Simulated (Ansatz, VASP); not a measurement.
## One calculation of SbP, two programs

File POSCAR:

```
SbP
1.0
    3.7334153493     -0.0000000029      0.0000000000
   -1.8667076721      3.2332325368      0.0000000000
    0.0000000000      0.0000000000     26.8369017600
Sb P
1 1
Direct
    0.6666666667      0.3333333333      0.3248009277
    0.3333333333      0.6666666667      0.2713930795
```

INCAR.step1

```
SYSTEM = SbP
  PREC = Accurate
  ENCUT = 520
  ISMEAR = 0
  SIGMA = 0.02
  LREAL = .FALSE.
  LASPH = .TRUE.
  NELM = 60
  LDIPOL = .TRUE.
  IDIPOL = 3
  DIPOL = 0.5 0.5 0.298
  NBANDS = 12
  GGA = PE
  ALGO = Normal
  EDIFF = 1E-4
  LWAVE = .TRUE.
  LCHARG = .FALSE.
```

The input INCAR.step2:

```
SYSTEM = SbP
  PREC = Accurate
  ENCUT = 520
  EDIFF = 1E-7
  ISMEAR = 0
  SIGMA = 0.02
  LREAL = .FALSE.
  LASPH = .TRUE.
  NELM = 60
  ALGO = Normal
  ISIF = 2
  LWAVE = .FALSE.
  LCHARG = .FALSE.
  LDIPOL = .TRUE.
  IDIPOL = 3
  DIPOL = 0.5 0.5 0.298
  METAGGA = R2SCAN
  LMIXTAU = .TRUE.
  NBANDS = 12
  ISTART = 1
```

KPOINTS

```
regular mesh
0
G
  12 12 1
  0 0 0
```

Input for Ansatz:

```yaml
crystal:
  lattice:
    - [3.7334153493, -2.9e-09, 0.0]
    - [-1.8667076721, 3.2332325368, 0.0]
    - [0.0, 0.0, 26.83690176]
  atoms:
    - { symbol: Sb, position: [0.6666666667, 0.3333333333, 0.3248009277] }
    - { symbol: P, position: [0.3333333333, 0.6666666667, 0.2713930795] }
  periodic: [true, true, false]
basis:
  ecutwfc: 500
kpoints:
  mp_grid: { grid: [12, 12, 1] }
  band_path:
    path:
      - [0.0, 0.0, 0.0]
      - [0.5, 0.0, 0.0]
      - [0.33333333, 0.33333333, 0.0]
      - [0.0, 0.0, 0.0]
    npoints: 14
hamiltonian:
  xc: r2scan
scf:
  occupations: { method: gaussian, width: 0.02 }
  n_extra_bands: 6
output:
  forces: true
  stress: true
  eigenvalues: true
  populations: true
  dos: { projected: true, de: 0.02, nscf_kmesh: { grid: [18, 18, 1] } }
  bader: true
  write_density: true
  write_potential: true
  elf: true
  volumetric_format: npy
```

Alike in both runs: task single point; functional r2SCAN; k mesh 12 × 12 × 1; occupations gaussian, width 0.02 eV; no spin polarisation.

```csv
,VASP,Ansatz
version,VASP 6.6.1,Ansatz 0.2.0
potentials or method,"VASP PAW PBE potentials, release 64 (Sb, P), cutoff 520 eV","scalar-relativistic, plane waves, PAW"
valence electrons in the cell,10,20
```

|  | VASP | Ansatz | Ansatz less VASP |
| --- | --- | --- | --- |
| gap on the k mesh at the Fermi level (eV) | 2.03 | 2.02 | -0.008 |
| least direct gap on the mesh (eV) | 2.37 | 2.39 | +0.018 |
| rms of the force components (eV/Å) | 0.137 | 0.165 | +0.0283 |

VASP's potentials were made for PBE, not for r2SCAN. Atom by atom the forces differ by 0.028 eV/Å (rms over components). VASP's potentials hold 10 valence electrons a cell and Ansatz's 20, so a difference there can come from the potentials and not from the codes. Ansatz's warnings: xc potential rough in thin density.

Neither program's run includes spin-orbit coupling.
